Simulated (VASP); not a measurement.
Write the native input for VASP 6.6.1 that does the following.

- Task: single point
- Functional: PBE
- Potentials or basis: VASP PAW PBE potentials, release 64 (Al, N)
- Cutoff: 520 eV
- k mesh: 10 × 10 × 6
- Occupations: gaussian, width 0.029 eV
- Spin: no spin polarisation
- Dipole correction: no
- Further INCAR settings: ALGO = Normal; EDIFF = 1e-07; NBANDS = 16

The structure of AlN lies in POSCAR:

```
AlN
1.0
    3.1130000000      0.0000000000      0.0000000000
   -1.5565000000      2.6959370820      0.0000000000
    0.0000000000      0.0000000000      4.9810000000
Al N
2 2
Direct
    0.6666666667      0.3333333333      0.5000000000
    0.3333333333      0.6666666667      0.0000000000
    0.6666666667      0.3333333333      0.8800000000
    0.3333333333      0.6666666667      0.3800000000
```

One way to write it, as run:

INCAR

```
ALGO = Normal
EDIFF = 1E-7
ENCUT = 520
GGA = PE
ISIF = 2
ISMEAR = 0
LASPH = T
LCHARG = T
LELF = T
LREAL = F
LVHAR = T
LWAVE = F
NBANDS = 16
NELM = 80
PREC = Accurate
SIGMA = 0.028999999999999998
```

KPOINTS

```
k-points
0
Gamma
  10 10 6
```

Potentials or basis: VASP PAW PBE potentials, release 64 (Al, N).

Run with:

```bash
$ cat potpaw_PBE.64/Al/POTCAR potpaw_PBE.64/N/POTCAR > POTCAR
$ mpirun -np 1 vasp_std > vasp.out
```

Results of the run:

The pressure is 3.5 GPa. The largest force is 0.129 eV/Å and the band gap on the k mesh is 4.22 eV, direct.

Wall time 69 s on 1 thread of AMD EPYC 7R43 64-Core Processor (Zen 3) (shared host), peak memory 0.13 GiB.
